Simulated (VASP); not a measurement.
# Ti (Im-3m) in VASP: further runs

Runs on Ti. Level: PBEsol. Tasks: electric field gradients.

All numbers are computed with VASP 6.6.1; they aren't measurements. Logs are shortened: lines on timing, memory, paths and dates and some standing lists are left out, and cuts for length are marked.

## 1. The cell of the first run

Symmetry: Im-3m, No. 229, cubic system. Conventional cell: a = 3.215 Å, b = 3.215 Å, c = 3.215 Å, α = 90.00°, β = 90.00°, γ = 90.00°. Within 3.7 Å of Ti (site symmetry m-3m) lie 14 Ti at 2.78 to 3.22 Å.

## 2. Electric field gradients, PBEsol (volume scaled by 0.94)

INCAR reads:

```
SYSTEM = Ti
  PREC = Accurate
  ENCUT = 520
  EDIFF = 1E-8
  ISMEAR = -1
  SIGMA = 0.05
  LREAL = .False.
  LASPH = .True.
  NELM = 100
  ALGO = Normal
  ISIF = 2
  LWAVE = .False.
  LCHARG = .False.
  GGA = PS
  LEFG = .True.
  NBANDS = 12
```

KPOINTS reads:

```
Automatic mesh
0
Gamma
  14 14 14
  0 0 0
```

POSCAR reads:

```
Ti
1.0
   -1.6075008044      1.6075008044      1.6075008044
    1.6075008044     -1.6075008044      1.6075008044
    1.6075008044      1.6075008044     -1.6075008044
Ti
1
Direct
    0.0000000000      0.0000000000      0.0000000000
```

Potentials or basis: VASP PAW PBE potentials, release 64 (Ti_sv).

Launch:

```
$ cat potpaw_PBE.64/Ti_sv/POTCAR > POTCAR
$ mpirun -np 1 vasp_std > vasp.out
```

OUTCAR:

```text
SYSTEM = Ti
   PREC = Accurate
   ENCUT = 520
   EDIFF = 1E-8
   ISMEAR = -1
   LREAL = .False.
   LASPH = .True.
   NELM = 100
   ISIF = 2
   GGA = PS

 ion  position               nearest neighbor table
   1  0.000  0.000  0.000-

  LATTYP: Found a body centered cubic cell.
 ALAT       =     3.2150016088

  Lattice vectors:

 A1 = (  -1.6075008044,   1.6075008044,   1.6075008044)
 A2 = (   1.6075008044,  -1.6075008044,   1.6075008044)
 A3 = (   1.6075008044,   1.6075008044,  -1.6075008044)

Analysis of symmetry for initial positions (statically):
=====================================================================
 Subroutine PRICEL returns:
 Original cell was already a primitive cell.

 Routine SETGRP: Setting up the symmetry group for a
 body centered cubic supercell.

 Subroutine GETGRP returns: Found 48 space group operations
 (whereof 48 operations were pure point group operations)
 out of a pool of 48 trial point group operations.

The static configuration has the point symmetry O_h .

Analysis of symmetry for dynamics (positions and initial velocities):
=====================================================================
 Subroutine PRICEL returns:
 Original cell was already a primitive cell.

 Routine SETGRP: Setting up the symmetry group for a
 body centered cubic supercell.

 Subroutine GETGRP returns: Found 48 space group operations
 (whereof 48 operations were pure point group operations)
 out of a pool of 48 trial point group operations.

The dynamic configuration has the point symmetry O_h .

 Subroutine INISYM returns: Found 48 space group operations
 (whereof 48 operations are pure point group operations),
 and found     1 'primitive' translations

----------------------------------------------------------------------------------------

                                     Primitive cell

  volume of cell :      16.6155

  direct lattice vectors                    reciprocal lattice vectors
    -1.607500804  1.607500804  1.607500804     0.000000000  0.311041835  0.311041835
     1.607500804 -1.607500804  1.607500804     0.311041835  0.000000000  0.311041835
     1.607500804  1.607500804 -1.607500804     0.311041835  0.311041835  0.000000000

  length of vectors
     2.784273066  2.784273066  2.784273066     0.439879582  0.439879582  0.439879582

  position of ions in fractional coordinates (direct lattice)
     0.000000000  0.000000000  0.000000000

  ion indices of the primitive-cell ions
   primitive index   ion index
                 1           1

----------------------------------------------------------------------------------------

 KPOINTS: Automatic mesh

Automatic generation of k-mesh.
 Grid dimensions read from file:
 generate k-points for:   14   14   14

 Generating k-lattice:

  Cartesian coordinates                     Fractional coordinates (reciprocal lattice)
     0.000000000  0.022217274  0.022217274     0.071428571  0.000000000  0.000000000
     0.022217274  0.000000000  0.022217274     0.000000000  0.071428571  0.000000000
     0.022217274  0.022217274  0.000000000     0.000000000  0.000000000  0.071428571

  Length of vectors
     0.031419970  0.031419970  0.031419970

  Shift w.r.t. Gamma in fractional coordinates (k-lattice)
     0.000000000  0.000000000  0.000000000

 Subroutine IBZKPT returns following result:
 ===========================================

 Found    104 irreducible k-points:

 Following reciprocal coordinates:
            Coordinates               Weight
  0.000000  0.000000  0.000000      1.000000
  0.071429  0.000000  0.000000     12.000000
  0.142857  0.000000  0.000000     12.000000
  0.214286  0.000000  0.000000     12.000000
  0.285714  0.000000  0.000000     12.000000
  0.357143  0.000000  0.000000     12.000000
[... 16 lines left out ...]
  0.285714  0.285714  0.000000     24.000000
  0.357143  0.285714  0.000000     24.000000
 [... further k-points ...]
   k-points           NKPTS =    104   k-points in BZ     NKDIM =    104   number of bands    NBANDS=     12
   number of dos      NEDOS =    301   number of ions     NIONS =      1
   total plane-waves  NPLWV =  13824
   dimension x,y,z NGX =    24 NGY =   24 NGZ =   24
   dimension x,y,z NGXF=    48 NGYF=   48 NGZF=   48
   ions per type =               1
   NGX,Y,Z   is equivalent  to a cutoff of  14.33, 14.33, 14.33 a.u.
   NGXF,Y,Z  is equivalent  to a cutoff of  28.66, 28.66, 28.66 a.u.
 SYSTEM =  Ti
   PREC   = accura    normal or accurate (medium, high low for compatibility)
   ISTART =      0    job   : 0-new  1-cont  2-samecut
   ICHARG =      2    charge: 1-file 2-atom 10-const
   ISPIN  =      1    spin polarized calculation?
   LNONCOLLINEAR =      F non collinear calculations
   LSORBIT =      F    spin-orbit coupling
   LASPH  =      T    aspherical Exc in radial PAW
   ENCUT  =  520.0 eV  38.22 Ry    6.18 a.u.   5.18  5.18  5.18*2*pi/ulx,y,z
   NELM   =    100;   NELMIN=  2; NELMDL= -5     # of ELM steps
   EDIFF  = 0.1E-07   stopping-criterion for ELM
   LREAL  =      F    real-space projection
   EDIFFG = 0.1E-06   stopping-criterion for IOM
   NSW    =      0    number of steps for IOM
   IBRION =     -1    ionic relax: 0-MD 1-quasi-New 2-CG
   NFREE  =      0    steps in history (QN), initial steepest desc. (CG)
   ISIF   =      2    stress and relaxation
   ISYM   =      2    0-nonsym 1-usesym 2-fastsym
   POTIM  = 0.5000    time-step for ionic-motion
   TEBEG  =    0.0;   TEEND  =   0.0 temperature during run
   PSTRESS=    0.0 pullay stress
   NELECT =      12.0000    total number of electrons
   NUPDOWN=      -1.0000    fix difference up-down
   EMIN   =  10.00;   EMAX   =-10.00  energy-range for DOS
   EFERMI =   0.00;   METHOD = LEGACY
   ISMEAR =    -1;   SIGMA  =   0.05  broadening in eV -4-tet -1-fermi 0-gaus
   EFERMI_NEDOS =   21; number of points for ismear=-14 and -15
   IALGO  =     38    algorithm
   IMIX   =      4    mixing-type and parameters
     AMIX     =   0.40;   BMIX     =  1.00
     AMIX_MAG =   1.60;   BMIX_MAG =  1.00
  volume/ion in A,a.u.               =      16.62       112.13
  Fermi-wavevector in a.u.,A,eV,Ry     =   1.468805  2.775638 29.353035  2.157387
  Thomas-Fermi vector in A             =   2.584258
   LORBIT       =      0    0 simple, 1 ext, 2 COOP (PROOUT), +10 PAW based schemes
   GGA     = PS    functional components
   LHFCALC =     F    Hartree Fock is set to
   AEXX    =    0.0000 exact exchange contribution
   IVDW    =     0    specifies the selected vdW correction
   LEPSILON=     F    determine dielectric tensor
   LRPA    =     F    only Hartree local field effects (RPA)
 non-spin polarized calculation
  energy-cutoff  :      520.00
  volume of cell :       16.62
 maximum number of plane-waves:       466
 NGX is ok and might be reduce to    24
   NGX = 11   NGY = 11   NGZ = 11

 number of electron      11.9999999 magnetization

 Free energy of the ion-electron system (eV)
  ---------------------------------------------------
  ext. energy  EPLUGINS =         0.00000000
  ---------------------------------------------------
  free energy    TOTEN  =        -8.24341092 eV

  energy without entropy =       -8.22444074  energy(sigma->0) =       -8.23392583

 E-fermi :   8.4117     XC(G=0): -11.8448

 val. band max:        8.4103322510   @ k =  -0.2857   0.3571   0.0714
 cond. band min:       8.4149670902   @ k =   0.2857   0.2143   0.0000
 fundamental gap:      0.0046348392
 Fermi energy:         8.4116767102

 k-point     1 :       0.0000    0.0000    0.0000
  band No.  band energies     occupation
      1     -47.7882      2.00000
      2     -23.6826      2.00000
      3     -23.6826      2.00000
      4     -23.6826      2.00000
      5       2.3769      2.00000
      6       9.4455      0.00000
      7       9.4455      0.00000
      8       9.4455      0.00000
      9      11.3173      0.00000
     10      11.3173      0.00000
     11      26.1592      0.00000
     12      26.1592      0.00000

 k-point     2 :       0.0714    0.0000    0.0000
  band No.  band energies     occupation
      1     -47.7804      2.00000
      2     -23.7234      2.00000
      3     -23.6950      2.00000
      4     -23.6829      2.00000
      5       2.5592      2.00000
      6       9.3603      0.00000
      7       9.4210      0.00000
      8       9.5807      0.00000
      9      11.2182      0.00000
     10      11.3223      0.00000
     11      25.9254      0.00000
     12      26.1488      0.00000
[... 316 lines left out ...]
 k-point    24 :       0.3571    0.2857    0.0000
  band No.  band energies     occupation
      1     -47.6090      2.00000
      2     -24.2805      2.00000
      3     -24.1581      2.00000
      4     -23.7780      2.00000
      5       7.2594      2.00000
      6       7.8552      1.99997
      7       8.0802      1.99736
      8      11.4348      0.00000
      9      11.6862      0.00000
     10      15.9508      0.00000
     11      17.3360      0.00000
     12      18.3953      0.00000

 [... further k-points ...]
[... 5 lines left out ...]
  --------------------------------------------------------------------------------------
  -------------------------------------------------------------------------------------
  Total       -0.0787287     -0.0787287     -0.0787287      0.0000000      0.0000000     -0.0000000
  in kB       -7.5915469     -7.5915469     -7.5915469      0.0000000      0.0000000     -0.0000000
  external PRESSURE =      -7.5915469 kB  Pullay stress =       0.0000000 kB

 VOLUME and BASIS-vectors are now :
 -----------------------------------------------------------------------------
  energy-cutoff  :      520.00
  volume of cell :       16.62
      direct lattice vectors                 reciprocal lattice vectors
    -1.607500804  1.607500804  1.607500804     0.000000000  0.311041835  0.311041835
     1.607500804 -1.607500804  1.607500804     0.311041835  0.000000000  0.311041835
     1.607500804  1.607500804 -1.607500804     0.311041835  0.311041835  0.000000000

 POSITION                                       TOTAL-FORCE (eV/Angst)
 -----------------------------------------------------------------------------------
      0.00000      0.00000      0.00000        -0.000000      0.000000      0.000000
 -----------------------------------------------------------------------------------
    total drift:                                0.000000      0.000000      0.000000

  FREE ENERGIE OF THE ION-ELECTRON SYSTEM (eV)
  ---------------------------------------------------
  free  energy   TOTEN  =        -8.2434109249 eV

  energy  without entropy=       -8.2244407430  energy(sigma->0) =       -8.23392583

 Electric field gradients (V/A^2)
---------------------------------------------------------------------
 ion       V_xx      V_yy      V_zz      V_xy      V_xz      V_yz
---------------------------------------------------------------------
   1       0.000     0.000     0.000    -0.000    -0.000    -0.000
---------------------------------------------------------------------

 Electric field gradients after diagonalization (V/A^2)
 (convention: |V_zz| > |V_xx| > |V_yy|)
----------------------------------------------------------------------
 ion       V_xx      V_yy      V_zz     asymmetry (V_yy - V_xx)/ V_zz
----------------------------------------------------------------------
   1       0.000     0.000    -0.001       0.000
----------------------------------------------------------------------

           NMR quadrupolar parameters

 Cq : quadrupolar parameter    Cq=e*Q*V_zz/h
 eta: asymmetry parameters     (V_yy - V_xx)/ V_zz
 Q  : nuclear electric quadrupole moment in mb (millibarn)
----------------------------------------------------------------------
 ion       Cq(MHz)       eta       Q (mb)
----------------------------------------------------------------------
   1      -0.000       0.000       1.000
----------------------------------------------------------------------
```

Run time: 12 s. Hardware: 1 thread of Intel Xeon Platinum 8488C (Sapphire Rapids), shared host; peak memory 0.15 GiB.

What came out:

| Quantity | Value |
| --- | --- |
| Free energy | -8.2434 eV |
| Pressure | -0.8 GPa |
| Band gap on the k mesh | zero (band 6 reaches 9.45 eV, above the bottom of band 7 at 7.73 eV) |

Levels at points of the mesh, in eV from the Fermi level:
```
           k point  band 2  band 3  band 4  band 5  band 6  band 7  band 8  band 9  band 10  band 11
(0.00, 0.00, 0.00)  -32.09  -32.09  -32.09   -6.03    1.03    1.03    1.03    2.91     2.91    17.75
(0.50, 0.00, 0.00)  -32.88  -32.34  -32.10   -2.56   -0.44    1.30    2.90    3.27     4.55     9.29
(0.50, 0.50, 0.50)  -32.63  -32.63  -32.63   -2.25   -2.25    4.17    4.17    4.17     8.73     8.73
```

Caveat: without QUAD_EFG the Cq values of the log hold for a quadrupole moment of 1 mb, not for the nuclei; the PAW data sets were made with another functional, which shifts forces and pressure a little.

[end of part 1 of 2]
